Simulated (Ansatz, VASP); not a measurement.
One calculation of Si2W, two programs

```xyz
9
Lattice="4.6169 0.0000 0.0000 -2.3084 3.9983 0.0000 0.0000 0.0000 6.6532" Properties=species:S:1:pos:R:3 pbc="T T T"
W     2.3084    0.0000    3.3266
W     1.1542    1.9992    5.5444
W    -1.1542    1.9992    1.1089
Si    1.1332    0.6542    1.1089
Si    3.4837    0.6542    5.5444
Si    0.0000    1.3085    3.3266
Si    1.1753    3.3441    1.1089
Si   -1.1753    3.3441    5.5444
Si    2.3084    2.6899    3.3266
```

Alike in both runs: task relaxation of cell and atoms; functional revPBE; dispersion D3(BJ); k mesh 7 × 7 × 4; occupations fermi-dirac, width 0.05 eV; no spin polarisation.

```csv
,VASP,Ansatz
version,VASP 6.6.1,Ansatz 0.2.0
potentials or method,"VASP PAW PBE potentials, release 64 (W_sv, Si)",Ansatz PAW
plane-wave cutoff (eV),600,420
valence electrons in the cell,66,66
```

```csv
,VASP,Ansatz,Ansatz less VASP
"gap on the k mesh at the Fermi level, each at its own relaxed structure (eV)",0.24,0.24,-0.001
relaxed volume (Å³/atom),12.95,12.96,+0.010
relaxed length of the cell vector where the two differ most in proportion (Å),4.533,4.534,+0.0012
```

VASP's potentials were made for PBE, not for revPBE.

Spin-orbit coupling is off throughout. Noted on Ansatz's run: odd divisions of the mesh miss points on the zone boundary, where band edges often lie, so the gap on the mesh can be too wide; the plane-wave basis is chosen anew once the cell has moved, so the energies of steps on either side of that aren't comparable.
